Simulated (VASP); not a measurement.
# Pt (P6_3/mmc) in VASP: a series of runs

The runs below take Pt through single point, with PBE.

All numbers are computed with VASP 6.6.1; they aren't measurements. Logs are shortened: lines on timing, memory, paths and dates and some standing lists are left out, and cuts for length are marked.

**1. The cell of the first run**

The structure is hexagonal, space group P6_3/mmc (No. 194). Conventional cell: a = 2.710 Å, b = 2.710 Å, c = 5.021 Å, α = 90.00°, β = 90.00°, γ = 120.00°. Pt (site symmetry -6m2) has 12 Pt at 2.71 to 2.96 Å within 3.6 Å.

**2. Single point, PBE**

INCAR reads:

```
  ALGO = Normal
  EDIFF = 1E-6
  ENCUT = 520
  GGA = PE
  ISIF = 2
  ISMEAR = 0
  LASPH = True
  LCHARG = True
  LELF = True
  LREAL = False
  LVHAR = True
  LWAVE = False
  NBANDS = 17
  NELM = 60
  PREC = Accurate
  SIGMA = 0.15
```

KPOINTS reads:

```
k-points
0
Gamma
  18 18 10
```

POSCAR reads:

```
Pt
1.0
    2.7103000000      0.0000000000      0.0000000000
   -1.3551500000      2.3471886519      0.0000000000
    0.0000000000      0.0000000000      5.0205000000
Pt
2
Direct
    0.6666666667      0.3333333333      0.7500000000
    0.3333333333      0.6666666667      0.2500000000
```

Potentials or basis: VASP PAW PBE potentials, release 64 (Pt).

Run with:

```console
$ cat potpaw_PBE.64/Pt/POTCAR > POTCAR
$ mpirun -np 1 vasp_std > vasp.out
```

OUTCAR:

```text
EDIFF = 1E-6
   ENCUT = 520
   GGA = PE
   ISIF = 2
   ISMEAR = 0
   LASPH = True
   LREAL = False
   NELM = 60
   PREC = Accurate

 ion  position               nearest neighbor table
   1  0.667  0.333  0.750-   2 2.96   2 2.96   2 2.96   2 2.96   2 2.96   2 2.96
   2  0.333  0.667  0.250-   1 2.96   1 2.96   1 2.96   1 2.96   1 2.96   1 2.96

  LATTYP: Found a hexagonal cell.
 ALAT       =     2.7103000000
 C/A-ratio  =     1.8523779655

  Lattice vectors:

 A1 = (   2.7103000000,   0.0000000000,   0.0000000000)
 A2 = (  -1.3551500000,   2.3471886519,   0.0000000000)
 A3 = (   0.0000000000,   0.0000000000,   5.0205000000)

Analysis of symmetry for initial positions (statically):
=====================================================================
 Subroutine PRICEL returns:
 Original cell was already a primitive cell.

 Routine SETGRP: Setting up the symmetry group for a
 hexagonal supercell.

 Subroutine GETGRP returns: Found 24 space group operations
 (whereof 12 operations were pure point group operations)
 out of a pool of 24 trial point group operations.

The static configuration has the point symmetry D_3d.
 The point group associated with its full space group is D_6h.

Analysis of symmetry for dynamics (positions and initial velocities):
=====================================================================
 Subroutine PRICEL returns:
 Original cell was already a primitive cell.

 Routine SETGRP: Setting up the symmetry group for a
 hexagonal supercell.

 Subroutine GETGRP returns: Found 24 space group operations
 (whereof 12 operations were pure point group operations)
 out of a pool of 24 trial point group operations.

The dynamic configuration has the point symmetry D_3d.
 The point group associated with its full space group is D_6h.

 Subroutine INISYM returns: Found 24 space group operations
 (whereof 12 operations are pure point group operations),
 and found     1 'primitive' translations

----------------------------------------------------------------------------------------

                                     Primitive cell

  volume of cell :      31.9383

  direct lattice vectors                    reciprocal lattice vectors
     2.710300000  0.000000000  0.000000000     0.368962845  0.213020798  0.000000000
[... 76 lines left out ...]
 SYSTEM =  unknown system
   PREC   = accura    normal or accurate (medium, high low for compatibility)
   ISTART =      0    job   : 0-new  1-cont  2-samecut
   ICHARG =      2    charge: 1-file 2-atom 10-const
   ISPIN  =      1    spin polarized calculation?
   LNONCOLLINEAR =      F non collinear calculations
   LSORBIT =      F    spin-orbit coupling
   LASPH  =      T    aspherical Exc in radial PAW
   ENCUT  =  520.0 eV  38.22 Ry    6.18 a.u.   5.04  5.04  9.33*2*pi/ulx,y,z
   NELM   =     60;   NELMIN=  2; NELMDL= -5     # of ELM steps
   EDIFF  = 0.1E-05   stopping-criterion for ELM
   LREAL  =      F    real-space projection
   EDIFFG = 0.1E-04   stopping-criterion for IOM
   NSW    =      0    number of steps for IOM
   IBRION =     -1    ionic relax: 0-MD 1-quasi-New 2-CG
   NFREE  =      0    steps in history (QN), initial steepest desc. (CG)
   ISIF   =      2    stress and relaxation
   ISYM   =      2    0-nonsym 1-usesym 2-fastsym
   POTIM  = 0.5000    time-step for ionic-motion
   TEBEG  =    0.0;   TEEND  =   0.0 temperature during run
   PSTRESS=    0.0 pullay stress
   NELECT =      20.0000    total number of electrons
   NUPDOWN=      -1.0000    fix difference up-down
   EMIN   =  10.00;   EMAX   =-10.00  energy-range for DOS
   EFERMI =   0.00;   METHOD = LEGACY
   ISMEAR =     0;   SIGMA  =   0.15  broadening in eV -4-tet -1-fermi 0-gaus
   EFERMI_NEDOS =   21; number of points for ismear=-14 and -15
   IALGO  =     38    algorithm
   IMIX   =      4    mixing-type and parameters
     AMIX     =   0.40;   BMIX     =  1.00
     AMIX_MAG =   1.60;   BMIX_MAG =  1.00
  volume/ion in A,a.u.               =      15.97       107.77
  Fermi-wavevector in a.u.,A,eV,Ry     =   1.400600  2.646750 26.690273  1.961680
  Thomas-Fermi vector in A             =   2.523544
   LORBIT       =      0    0 simple, 1 ext, 2 COOP (PROOUT), +10 PAW based schemes
   GGA     = PE    functional components
   LHFCALC =     F    Hartree Fock is set to
   AEXX    =    0.0000 exact exchange contribution
   IVDW    =     0    specifies the selected vdW correction
   LEPSILON=     F    determine dielectric tensor
   LRPA    =     F    only Hartree local field effects (RPA)
 non-spin polarized calculation
 Gauss-broadening in eV      SIGMA  =   0.15
  energy-cutoff  :      520.00
  volume of cell :       31.94
 maximum number of plane-waves:       894
   NGX = 11   NGY = 11   NGZ = 19

 number of electron      20.0000002 magnetization

 Free energy of the ion-electron system (eV)
  ---------------------------------------------------
  ext. energy  EPLUGINS =         0.00000000
  ---------------------------------------------------
  free energy    TOTEN  =       -12.03842554 eV

  energy without entropy =      -12.00476973  energy(sigma->0) =      -12.02159764

 E-fermi :  10.1382     XC(G=0): -13.1295

 val. band max:       10.1354480577   @ k =   0.4444   0.1111   0.1000
 cond. band min:      10.1402605698   @ k =   0.3889  -0.0000   0.1000
 fundamental gap:      0.0048125120
 Fermi energy:        10.1381867077

 k-point     1 :       0.0000    0.0000    0.0000
  band No.  band energies     occupation
      1       0.5866      2.00000
      2       2.9314      2.00000
      3       5.8851      2.00000
      4       6.7443      2.00000
      5       6.7443      2.00000
      6       7.0095      2.00000
[... 457 lines left out ...]
      4       6.6691      2.00000
      5       7.0208      2.00000
      6       7.3460      2.00000
[... 9 lines left out ...]
     16      22.7278      0.00000
     17      23.6896      0.00000

 [... further k-points ...]
[... 5 lines left out ...]
  --------------------------------------------------------------------------------------
  -------------------------------------------------------------------------------------
  Total        0.7672146      0.7672146     -1.9477969     -0.0000000     -0.0000000      0.0000000
  in kB       38.4870911     38.4870911    -97.7106538     -0.0000000     -0.0000000      0.0000000
  external PRESSURE =      -6.9121572 kB  Pullay stress =       0.0000000 kB

 VOLUME and BASIS-vectors are now :
 -----------------------------------------------------------------------------
  energy-cutoff  :      520.00
  volume of cell :       31.94
      direct lattice vectors                 reciprocal lattice vectors
     2.710300000  0.000000000  0.000000000     0.368962845  0.213020798  0.000000000
    -1.355150000  2.347188652  0.000000000     0.000000000  0.426041596  0.000000000
     0.000000000  0.000000000  5.020500000     0.000000000  0.000000000  0.199183348

 POSITION                                       TOTAL-FORCE (eV/Angst)
 -----------------------------------------------------------------------------------
      1.35515      0.78240      3.76538         0.000000     -0.000000      0.000000
     -0.00000      1.56479      1.25513        -0.000000      0.000000      0.000000
 -----------------------------------------------------------------------------------
    total drift:                               -0.000000      0.000000     -0.000000

  FREE ENERGIE OF THE ION-ELECTRON SYSTEM (eV)
  ---------------------------------------------------
  free  energy   TOTEN  =       -12.0384255360 eV

  energy  without entropy=      -12.0047697348  energy(sigma->0) =      -12.02159764
```

OSZICAR:

```text
N       E                     dE             d eps       ncg     rms          rms(c)
DAV:   1     0.101989138355E+03    0.10199E+03   -0.10471E+04  7548   0.113E+03
DAV:   2    -0.109426563935E+02   -0.11293E+03   -0.10726E+03  8123   0.244E+02
DAV:   3    -0.128033945442E+02   -0.18607E+01   -0.18340E+01  9312   0.311E+01
DAV:   4    -0.128129864703E+02   -0.95919E-02   -0.95903E-02  8889   0.233E+00
DAV:   5    -0.128130869493E+02   -0.10048E-03   -0.10048E-03  9404   0.248E-01    0.157E+01
DAV:   6    -0.121113016832E+02    0.70179E+00   -0.11192E+00  7951   0.936E+00    0.837E+00
DAV:   7    -0.120453102816E+02    0.65991E-01   -0.18914E-01  8995   0.381E+00    0.295E+00
DAV:   8    -0.120387660586E+02    0.65442E-02   -0.19309E-02  8252   0.111E+00    0.701E-01
DAV:   9    -0.120384128555E+02    0.35320E-03   -0.31588E-04  8657   0.149E-01    0.964E-02
DAV:  10    -0.120384252190E+02   -0.12363E-04   -0.13580E-05  9099   0.265E-02    0.201E-02
DAV:  11    -0.120384255360E+02   -0.31701E-06   -0.39096E-07  5661   0.507E-03
   1 F= -.12038426E+02 E0= -.12021598E+02  d E =-.336558E-01
```

stdout:

```text
POSCAR found type information on POSCAR Pt
 POSCAR found :  1 types and       2 ions
 scaLAPACK will be used
 LDA part: xc-table for (Slater+PW92), standard interpolation
 POSCAR, INCAR and KPOINTS ok, starting setup
 FFT: planning ... GRIDC
 FFT: planning ... GRID_SOFT
 FFT: planning ... GRID
 WAVECAR not read
 entering main loop
```

It took 62 s on 1 thread of Intel Xeon Platinum 8488C (Sapphire Rapids), shared host; peak memory 0.22 GiB.

Results:

- Free energy: -12.0384 eV
- Pressure: -0.7 GPa
- Band gap on the k mesh: zero (band 10 reaches 10.87 eV, above the bottom of band 11 at 9.48 eV)

Stress tensor (GPa, compression positive):
```
 3.85  0.00  0.00
 0.00  3.85  0.00
 0.00  0.00 -9.77
```

Levels at points of the mesh, in eV from the Fermi level:
| k point | band 8 | band 9 | band 10 | band 11 | band 12 | band 13 |
| --- | --- | --- | --- | --- | --- | --- |
| (0.00, 0.00, 0.00) | -1.32 | -1.32 | -1.03 | -0.14 | -0.14 | 3.83 |
| (0.50, 0.00, 0.00) | -0.15 | 0.61 | 0.73 | 2.37 | 3.92 | 7.22 |
| (0.00, 0.00, 0.50) | -3.34 | -0.63 | -0.63 | -0.63 | -0.63 | 10.47 |
| (0.50, 0.00, 0.50) | -0.80 | 0.68 | 0.68 | 1.75 | 1.75 | 6.75 |

Caveat: spin-orbit coupling is left out, which moves the levels of the heavy elements.

**3. Single point, PBE**

This run uses another cell than the first one, of 16.11 Å³/atom, 1.009 times its volume.

INCAR reads:

```
ALGO     = Normal         # electronic algorithm
EDIFF    = 1E-7           # SCF threshold, eV
ENCUT    = 520            # plane-wave cutoff, eV
GGA      = PE             # functional
ISIF     = 2              # what is computed and relaxed
ISMEAR   = 0              # smearing method
LASPH    = T              # aspherical terms in the spheres
LCHARG   = T              # write CHGCAR
LELF     = T              # ELF
LREAL    = F              # projectors in reciprocal space
LVHAR    = T            
LWAVE    = F              # write WAVECAR
NBANDS   = 17             # bands
NELM     = 80             # most SCF steps
PREC     = Accurate       # precision mode
SIGMA    = 0.15           # smearing width, eV
```

KPOINTS is that of step 2.

POSCAR reads:

```
Pt
1.0
    2.8068000000      0.0000000000      0.0000000000
   -1.4034000000      2.4307601033      0.0000000000
    0.0000000000      0.0000000000      4.7216000000
Pt
2
Direct
    0.6666666667      0.3333333333      0.7500000000
    0.3333333333      0.6666666667      0.2500000000
```

Potentials or basis: VASP PAW PBE potentials, release 64 (Pt).

Run with:

```console
$ cat potpaw_PBE.64/Pt/POTCAR > POTCAR
$ mpirun -np 1 vasp_std > vasp.out
```

It took 59 s on 1 thread of Intel Xeon Platinum 8488C (Sapphire Rapids), shared host; peak memory 0.23 GiB.

Results (log left out):

```
Free energy            : -12.0798 eV
Pressure               : -5.7 GPa
Band gap on the k mesh : zero (band 10 reaches 10.40 eV, above the bottom of band 11 at 9.22 eV)
```

Stress tensor (GPa, compression positive):
```
-7.20  0.00  0.00
 0.00 -7.20  0.00
 0.00  0.00 -2.75
```

Levels at points of the mesh, in eV from the Fermi level:
```tsv
k point	band 8	band 9	band 10	band 11	band 12	band 13
(0.00, 0.00, 0.00)	-1.95	-1.95	-0.41	-0.24	-0.24	4.94
(0.50, 0.00, 0.00)	0.08	0.14	0.37	2.16	3.54	7.27
(0.00, 0.00, 0.50)	-3.32	-0.81	-0.81	-0.81	-0.81	12.44
(0.50, 0.00, 0.50)	-0.81	0.27	0.27	1.70	1.70	6.19
```

Caveat: spin-orbit coupling is left out, which moves the levels of the heavy elements.
